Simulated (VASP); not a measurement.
Set up this calculation in VASP 6.6.1, as the native input.

```yaml
Task: single point
Functional: PBEsol
Potentials_or_basis: VASP PAW PBE potentials, release 64 (Fe, Ge_d)
Cutoff: 600 eV
k_mesh: 6 × 6 × 6
Occupations: gaussian, width 0.1 eV
Spin: collinear spin, ferromagnetic start
Starting_moments: "[4.0, 4.0, 4.0, 0.0] μB"
Dipole_correction: no
Further_INCAR_settings: ALGO = Normal; EDIFF = 1e-06; NBANDS = 31
```

The structure of Fe3Ge lies in POSCAR:

```
Fe3Ge
1.0
    3.6605005200      0.0000000000      0.0000000000
    0.0000000000      3.6605005200      0.0000000000
    0.0000000000      0.0000000000      3.6605005200
Fe Ge
3 1
Direct
    0.0000000000      0.5000000000      0.5000000000
    0.5000000000      0.5000000000      0.0000000000
    0.5000000000      0.0000000000      0.5000000000
    0.0000000000      0.0000000000      0.0000000000
```

These files were run (other wordings do the same):

INCAR

```
PREC = Accurate
ENCUT = 600
EDIFF = 1E-6
ISMEAR = 0
SIGMA = 0.1
LREAL = False
LASPH = True
NELM = 200
ALGO = Normal
ISIF = 2
LWAVE = False
LCHARG = True
ISPIN = 2
MAGMOM = 4 4 4 0
LORBIT = 11
LMAXMIX = 4
GGA = PS
LELF = True
LVHAR = True
NBANDS = 31
GGA_COMPAT = False
```

KPOINTS

```
regular mesh
0
Gamma
  6 6 6
```

Potentials or basis: VASP PAW PBE potentials, release 64 (Fe, Ge_d).

The run is started by

```console
$ cat potpaw_PBE.64/Fe/POTCAR potpaw_PBE.64/Ge_d/POTCAR > POTCAR
$ mpirun -np 1 vasp_std > vasp.out
```

It gave:

* Pressure: -11.2 GPa
* Net moment: 6.46 μB per cell
* Site moments: Fe +2.19; Ge -0.14 μB
* Valence electrons inside the program's atomic spheres: Fe 7.21; Ge 12.46

Caveat: the cell stands under tension; the PAW data sets were made with another functional, which shifts forces and pressure a little.

It took 2.3 min on 1 thread of Oxide Virtual Turin-like Processor, on a shared host, peak memory 0.19 GiB.
